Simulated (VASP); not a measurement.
Crystal: Zn.

```
Zn
1.0
     2.61436    0.00000    0.00000
    -1.30718    2.26410    0.00000
     0.00000    0.00000    4.87316
Zn
2
Direct
  0.33333 0.66667 0.25000
  0.66667 0.33333 0.75000
```

- Program: VASP 6.6.1
- Task: relaxation of cell and atoms
- Functional: PBE
- Potentials or basis: VASP PAW PBE potentials, release 64 (Zn)
- Cutoff: 500 eV
- k mesh: 18 × 18 × 10
- Occupations: gaussian, width 0.1 eV
- Spin: no spin polarisation

At the start: pressure 4.5 GPa; volume 14.42 Å³/atom.

Problem. How do energy, volume and symmetry change on relaxing?

Solution. Over 9 steps the energy falls by 13.2 meV/atom and the volume is 15.36 Å³/atom (+6.5 %); space group P6_3/mmc (No. 194, to 0.1 Å) before and after.

The path:
| step | energy change (eV) | largest force (eV/Å) | pressure (GPa) | volume (Å³) |
| --- | --- | --- | --- | --- |
| 1 | 0.0000 | 0.0000 | 4.55 | 28.85 |
| 2 | -0.0216 | 0.0000 | -0.41 | 30.59 |
| 3 | -0.0217 | 0.0000 | -0.09 | 30.45 |
| 4 | -0.0243 | 0.0000 | -0.02 | 30.52 |
| 5 | -0.0262 | 0.0000 | 0.10 | 30.62 |
| 6 | -0.0264 | 0.0000 | 0.18 | 30.66 |
| 7 | -0.0264 | 0.0000 | 0.14 | 30.65 |
| 8 | -0.0264 | 0.0000 | -0.05 | 30.74 |
| 9 | -0.0264 | 0.0000 | 0.00 | 30.72 |

Final structure:
```
Zn
1.0
     2.63942    0.00000    0.00000
    -1.31971    2.28580    0.00000
     0.00000    0.00000    5.09199
Zn
2
Direct
  0.33333 0.66667 0.25000
  0.66667 0.33333 0.75000
```
